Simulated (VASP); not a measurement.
# Al2Cu (Fmm2) in VASP: single point with PBEsol

Aim: the single point of Al2Cu with PBEsol.

Everything below comes from runs of VASP 6.6.1. Logs are shortened: lines on timing, memory, paths and dates and some standing lists are left out, and cuts for length are marked.

**1. The cell of the first run**

Symmetry: Fmm2, No. 42, orthorhombic system. Conventional cell: a = 5.726 Å, b = 5.956 Å, c = 5.956 Å, α = 90.00°, β = 90.00°, γ = 90.00°. Within 3.3 Å of Al (site symmetry 2) lie 4 Cu at 2.47 to 2.63 Å and 6 Al at 2.86 to 2.98 Å. Cu (site symmetry mm2) has 8 Al at 2.47 to 2.63 Å within 3.3 Å.

**2. Single point, PBEsol**

File INCAR:

```
PREC = Accurate ; ENCUT = 520
EDIFF = 1E-6 ; ISMEAR = 0
SIGMA = 0.15 ; LREAL = False
LASPH = True ; NELM = 60
ALGO = Fast ; ISIF = 2
LWAVE = False ; LCHARG = False
GGA = PS ; NBANDS = 16
```

File KPOINTS:

```
regular mesh
0
Gamma
  14 14 14
```

File POSCAR:

```
Al2Cu
1.0
   -2.1055951360      2.1055951360      2.8631594530
    2.1055951360     -2.1055951360      2.8631594530
    2.1055951360      2.1055951360     -2.8631594530
Al Cu
2 1
Direct
    0.7374267957      0.2374267957      0.4748535913
    0.2374267957      0.7374267957      0.4748535913
    0.5106771283      0.5106771283      0.0213542565
```

Potentials or basis: VASP PAW PBE potentials, release 64 (Al, Cu).

Command:

```sh
> cat potpaw_PBE.64/Al/POTCAR potpaw_PBE.64/Cu/POTCAR > POTCAR
> mpirun -np 1 vasp_std > vasp.out
```

OUTCAR:

```text
PREC = Accurate
   ENCUT = 520
   EDIFF = 1E-6
   ISMEAR = 0
   LREAL = False
   LASPH = True
   NELM = 60
   ISIF = 2
   GGA = PS

 ion  position               nearest neighbor table
   1  0.737  0.237  0.475-   3 2.47   3 2.47   3 2.63   3 2.63   2 2.86   2 2.86   2 2.98   2 2.98
                             2 2.98   2 2.98
   2  0.237  0.737  0.475-   3 2.47   3 2.47   3 2.63   3 2.63   1 2.86   1 2.86   1 2.98   1 2.98
                             1 2.98   1 2.98
   3  0.511  0.511  0.021-   2 2.47   1 2.47   1 2.47   2 2.47   1 2.63   2 2.63   2 2.63   1 2.63

  LATTYP: Found a body centered tetragonal cell.
 ALAT       =     4.2111902720
 C/A-ratio  =     1.3597863160

  Lattice vectors:

 A1 = (  -2.1055951360,   2.1055951360,   2.8631594530)
 A2 = (   2.1055951360,  -2.1055951360,   2.8631594530)
 A3 = (   2.1055951360,   2.1055951360,  -2.8631594530)

Analysis of symmetry for initial positions (statically):
=====================================================================
 Subroutine PRICEL returns:
 Original cell was already a primitive cell.

 Routine SETGRP: Setting up the symmetry group for a
 body centered tetragonal supercell.

 Subroutine GETGRP returns: Found  4 space group operations
 (whereof  4 operations were pure point group operations)
 out of a pool of 16 trial point group operations.

The static configuration has the point symmetry C_2v.

Analysis of symmetry for dynamics (positions and initial velocities):
=====================================================================
 Subroutine PRICEL returns:
 Original cell was already a primitive cell.

 Routine SETGRP: Setting up the symmetry group for a
 body centered tetragonal supercell.

 Subroutine GETGRP returns: Found  4 space group operations
 (whereof  4 operations were pure point group operations)
 out of a pool of 16 trial point group operations.

The dynamic configuration has the point symmetry C_2v.

 Subroutine INISYM returns: Found  4 space group operations
 (whereof  4 operations are pure point group operations),
 and found     1 'primitive' translations

----------------------------------------------------------------------------------------

                                     Primitive cell

  volume of cell :      50.7756

  direct lattice vectors                    reciprocal lattice vectors
    -2.105595136  2.105595136  2.863159453     0.000000000  0.237462555  0.174632258
     2.105595136 -2.105595136  2.863159453     0.237462555  0.000000000  0.174632258
     2.105595136  2.105595136 -2.863159453     0.237462555  0.237462555  0.000000000

  length of vectors
     4.130949504  4.130949504  4.130949504     0.294762430  0.294762430  0.335822765

  position of ions in fractional coordinates (direct lattice)
     0.737426796  0.237426796  0.474853591
     0.237426796  0.737426796  0.474853591
     0.510677128  0.510677128  0.021354256

  ion indices of the primitive-cell ions
   primitive index   ion index
                 1           1
                 2           2
                 3           3

----------------------------------------------------------------------------------------

 KPOINTS: regular mesh

Automatic generation of k-mesh.
 Grid dimensions read from file:
 generate k-points for:   14   14   14

 Generating k-lattice:

  Cartesian coordinates                     Fractional coordinates (reciprocal lattice)
     0.000000000  0.016961611  0.012473733     0.071428571  0.000000000  0.000000000
     0.016961611  0.000000000  0.012473733     0.000000000  0.071428571  0.000000000
     0.016961611  0.016961611  0.000000000     0.000000000  0.000000000  0.071428571

  Length of vectors
     0.021054459  0.021054459  0.023987340

  Shift w.r.t. Gamma in fractional coordinates (k-lattice)
     0.000000000  0.000000000  0.000000000

 Subroutine IBZKPT returns following result:
 ===========================================

 Found    428 irreducible k-points:

 Following reciprocal coordinates:
            Coordinates               Weight
  0.000000  0.000000  0.000000      1.000000
  0.071429 -0.000000  0.000000      8.000000
  0.142857  0.000000  0.000000      8.000000
  0.214286  0.000000  0.000000      8.000000
  0.285714 -0.000000  0.000000      8.000000
  0.357143  0.000000  0.000000      8.000000
[... 16 lines left out ...]
 -0.428571  0.071429  0.000000      8.000000
  0.000000 -0.357143 -0.071429      8.000000
 [... further k-points ...]
   k-points           NKPTS =    428   k-points in BZ     NKDIM =    428   number of bands    NBANDS=     16
   number of dos      NEDOS =    301   number of ions     NIONS =      3
   total plane-waves  NPLWV =  32768
   dimension x,y,z NGX =    32 NGY =   32 NGZ =   32
   dimension x,y,z NGXF=    64 NGYF=   64 NGZF=   64
   ions per type =               2   1
   NGX,Y,Z   is equivalent  to a cutoff of  12.88, 12.88, 12.88 a.u.
   NGXF,Y,Z  is equivalent  to a cutoff of  25.76, 25.76, 25.76 a.u.
 SYSTEM =  unknown system
   PREC   = accura    normal or accurate (medium, high low for compatibility)
   ISTART =      0    job   : 0-new  1-cont  2-samecut
   ICHARG =      2    charge: 1-file 2-atom 10-const
   ISPIN  =      1    spin polarized calculation?
   LNONCOLLINEAR =      F non collinear calculations
   LSORBIT =      F    spin-orbit coupling
   LASPH  =      T    aspherical Exc in radial PAW
   ENCUT  =  520.0 eV  38.22 Ry    6.18 a.u.   7.68  7.68  7.68*2*pi/ulx,y,z
   NELM   =     60;   NELMIN=  2; NELMDL= -5     # of ELM steps
   EDIFF  = 0.1E-05   stopping-criterion for ELM
   LREAL  =      F    real-space projection
   EDIFFG = 0.1E-04   stopping-criterion for IOM
   NSW    =      0    number of steps for IOM
   IBRION =     -1    ionic relax: 0-MD 1-quasi-New 2-CG
   NFREE  =      0    steps in history (QN), initial steepest desc. (CG)
   ISIF   =      2    stress and relaxation
   ISYM   =      2    0-nonsym 1-usesym 2-fastsym
   POTIM  = 0.5000    time-step for ionic-motion
   TEBEG  =    0.0;   TEEND  =   0.0 temperature during run
   PSTRESS=    0.0 pullay stress
   NELECT =      17.0000    total number of electrons
   NUPDOWN=      -1.0000    fix difference up-down
   EMIN   =  10.00;   EMAX   =-10.00  energy-range for DOS
   EFERMI =   0.00;   METHOD = LEGACY
   ISMEAR =     0;   SIGMA  =   0.15  broadening in eV -4-tet -1-fermi 0-gaus
   EFERMI_NEDOS =   21; number of points for ismear=-14 and -15
   IALGO  =     68    algorithm
   IMIX   =      4    mixing-type and parameters
     AMIX     =   0.40;   BMIX     =  1.00
     AMIX_MAG =   1.60;   BMIX_MAG =  1.00
  volume/ion in A,a.u.               =      16.93       114.22
  Fermi-wavevector in a.u.,A,eV,Ry     =   1.136770  2.148184 17.582084  1.292247
  Thomas-Fermi vector in A             =   2.273475
   LORBIT       =      0    0 simple, 1 ext, 2 COOP (PROOUT), +10 PAW based schemes
   GGA     = PS    functional components
   LHFCALC =     F    Hartree Fock is set to
   AEXX    =    0.0000 exact exchange contribution
   IVDW    =     0    specifies the selected vdW correction
   LEPSILON=     F    determine dielectric tensor
   LRPA    =     F    only Hartree local field effects (RPA)
 non-spin polarized calculation
 RMM-DIIS sequential band-by-band and
 Gauss-broadening in eV      SIGMA  =   0.15
  energy-cutoff  :      520.00
  volume of cell :       50.78
 maximum number of plane-waves:      1387
   NGX = 15   NGY = 15   NGZ = 15

 number of electron      17.0000007 magnetization

 Free energy of the ion-electron system (eV)
  ---------------------------------------------------
  ext. energy  EPLUGINS =         0.00000000
  ---------------------------------------------------
  free energy    TOTEN  =       -12.86898009 eV

  energy without entropy =      -12.85831207  energy(sigma->0) =      -12.86364608

 E-fermi :   6.3320     XC(G=0): -10.3092

 val. band max:        6.3306096649   @ k =  -0.0714   0.1429  -0.2857
 cond. band min:       6.3324986431   @ k =   0.0000   0.3571  -0.0714
 fundamental gap:      0.0018889782
 Fermi energy:         6.3319651373

 k-point     1 :       0.0000    0.0000    0.0000
  band No.  band energies     occupation
      1      -3.4912      2.00000
      2       1.9791      2.00000
      3       1.9957      2.00000
      4       2.0163      2.00000
      5       2.4950      2.00000
      6       2.5459      2.00000
[... 8 lines left out ...]
     15      12.6087      0.00000
     16      13.4610      0.00000

 k-point     2 :       0.0714   -0.0000    0.0000
  band No.  band energies     occupation
      1      -3.4258      2.00000
      2       1.9665      2.00000
      3       2.0004      2.00000
      4       2.0212      2.00000
      5       2.4929      2.00000
      6       2.5428      2.00000
[... 8 lines left out ...]
     15      12.2810      0.00000
     16      13.1277      0.00000

 k-point     3 :       0.1429    0.0000    0.0000
  band No.  band energies     occupation
      1      -3.2302      2.00000
      2       1.9010      2.00000
      3       2.0266      2.00000
      4       2.0446      2.00000
      5       2.4892      2.00000
      6       2.5358      2.00000
[... 8 lines left out ...]
     15      12.0332      0.00000
     16      12.6855      0.00000

 k-point     4 :       0.2143    0.0000    0.0000
  band No.  band energies     occupation
      1      -2.9070      2.00000
      2       1.7766      2.00000
      3       2.0639      2.00000
      4       2.0770      2.00000
      5       2.4910      2.00000
      6       2.5303      2.00000
[... 8 lines left out ...]
     15      12.1801      0.00000
     16      13.0981      0.00000

 k-point     5 :       0.2857   -0.0000    0.0000
  band No.  band energies     occupation
      1      -2.4615      2.00000
      2       1.5577      2.00000
      3       2.0978      2.00000
      4       2.1073      2.00000
      5       2.5057      2.00000
      6       2.5332      2.00000
[... 8 lines left out ...]
     15      12.9722      0.00000
     16      14.0873      0.00000

 k-point     6 :       0.3571    0.0000    0.0000
  band No.  band energies     occupation
      1      -1.9052      2.00000
      2       1.1500      2.00000
      3       2.1159      2.00000
      4       2.1305      2.00000
      5       2.5323      2.00000
      6       2.5467      2.00000
[... 8 lines left out ...]
     15      14.0433      0.00000
     16      15.1681      0.00000

 k-point     7 :       0.4286    0.0000    0.0000
  band No.  band energies     occupation
      1      -1.2749      2.00000
      2       0.5238      2.00000
      3       2.1220      2.00000
      4       2.1424      2.00000
      5       2.5515      2.00000
      6       2.5654      2.00000
[... 8 lines left out ...]
     15      15.2000      0.00000
     16      16.3180      0.00000

 k-point     8 :       0.5000   -0.0000    0.0000
  band No.  band energies     occupation
      1      -0.8350      2.00000
      2       0.0592      2.00000
      3       2.1232      2.00000
      4       2.1455      2.00000
      5       2.5244      2.00000
      6       2.5757      2.00000
[... 8 lines left out ...]
     15      16.0205      0.00000
     16      17.0314      0.00000

 k-point     9 :       0.0714    0.0714    0.0000
  band No.  band energies     occupation
      1      -3.3147      2.00000
      2       1.9233      2.00000
      3       2.0167      2.00000
      4       2.0390      2.00000
      5       2.4957      2.00000
      6       2.5337      2.00000
[... 8 lines left out ...]
     15      12.2836      0.00000
     16      12.8760      0.00000
[... 172 lines left out ...]
 k-point    19 :       0.4286    0.0714    0.0000
  band No.  band energies     occupation
      1      -1.0048      2.00000
      2       0.3333      2.00000
      3       2.1126      2.00000
      4       2.1559      2.00000
      5       2.5470      2.00000
      6       2.5758      2.00000
[... 8 lines left out ...]
     15      15.4590      0.00000
     16      16.4114      0.00000

 k-point    20 :      -0.0000    0.5000   -0.0714
  band No.  band energies     occupation
      1      -1.0045      2.00000
      2       0.3331      2.00000
      3       2.1116      2.00000
      4       2.1577      2.00000
      5       2.5318      2.00000
      6       2.5739      2.00000
[... 8 lines left out ...]
     15      15.4561      0.00000
     16      16.4134      0.00000

 k-point    21 :       0.5000    0.0714    0.0000
  band No.  band energies     occupation
      1      -0.8563      2.00000
      2       0.1817      2.00000
      3       2.1162      2.00000
      4       2.1537      2.00000
      5       2.5215      2.00000
      6       2.5767      2.00000
[... 8 lines left out ...]
     15      15.6373      0.00000
     16      16.7575      0.00000

 k-point    22 :       0.0000   -0.4286   -0.0714
  band No.  band energies     occupation
      1      -0.8569      2.00000
      2       0.1817      2.00000
      3       2.1158      2.00000
      4       2.1550      2.00000
      5       2.5232      2.00000
      6       2.5732      2.00000
[... 8 lines left out ...]
     15      15.6349      0.00000
     16      16.7621      0.00000

 k-point    23 :      -0.4286    0.0714    0.0000
  band No.  band energies     occupation
      1      -1.4438      2.00000
      2       0.7963      2.00000
      3       2.1194      2.00000
      4       2.1446      2.00000
      5       2.5214      2.00000
      6       2.5761      2.00000
[... 8 lines left out ...]
     15      15.1845      0.00000
     16      16.2849      0.00000

 k-point    24 :       0.0000   -0.3571   -0.0714
  band No.  band energies     occupation
      1      -1.4445      2.00000
      2       0.7954      2.00000
      3       2.1184      2.00000
      4       2.1467      2.00000
      5       2.5351      2.00000
      6       2.5657      2.00000
[... 8 lines left out ...]
     15      15.1835      0.00000
     16      16.2844      0.00000

 [... further k-points ...]
[... 5 lines left out ...]
  --------------------------------------------------------------------------------------
  -------------------------------------------------------------------------------------
  Total       -2.3247683     -2.3247683     -1.2089216     -0.0793790      0.0000000      0.0000000
  in kB      -73.3558909    -73.3558909    -38.1463924     -2.5047286      0.0000000      0.0000000
  external PRESSURE =     -61.6193914 kB  Pullay stress =       0.0000000 kB

 VOLUME and BASIS-vectors are now :
 -----------------------------------------------------------------------------
  energy-cutoff  :      520.00
  volume of cell :       50.78
      direct lattice vectors                 reciprocal lattice vectors
    -2.105595136  2.105595136  2.863159453     0.000000000  0.237462555  0.174632258
     2.105595136 -2.105595136  2.863159453     0.237462555  0.000000000  0.174632258
     2.105595136  2.105595136 -2.863159453     0.237462555  0.237462555  0.000000000

 POSITION                                       TOTAL-FORCE (eV/Angst)
 -----------------------------------------------------------------------------------
     -0.05295      2.05265      1.43158         0.276418      0.276418     -0.000000
      2.05265     -0.05295      1.43158         0.276418      0.276418      0.000000
      0.04496      0.04496      2.86316        -0.552836     -0.552836      0.000000
 -----------------------------------------------------------------------------------
    total drift:                               -0.000656     -0.000656      0.000001

  FREE ENERGIE OF THE ION-ELECTRON SYSTEM (eV)
  ---------------------------------------------------
  free  energy   TOTEN  =       -12.8689800908 eV

  energy  without entropy=      -12.8583120743  energy(sigma->0) =      -12.86364608
```

Wall time 3.1 min (1 thread of Intel Xeon Platinum 8488C (Sapphire Rapids), shared host); peak memory 0.44 GiB.

Results:

```
Free energy   : -12.8690 eV
Pressure      : -6.2 GPa
Largest force : 0.782 eV/Å
```

Forces in eV/Å, atoms in the order of the input:
```
Al   0.276  0.276  0.000
Al   0.276  0.276  0.000
Cu  -0.553 -0.553  0.000
```

Caveat: the PAW data sets were made with another functional, which shifts forces and pressure a little.
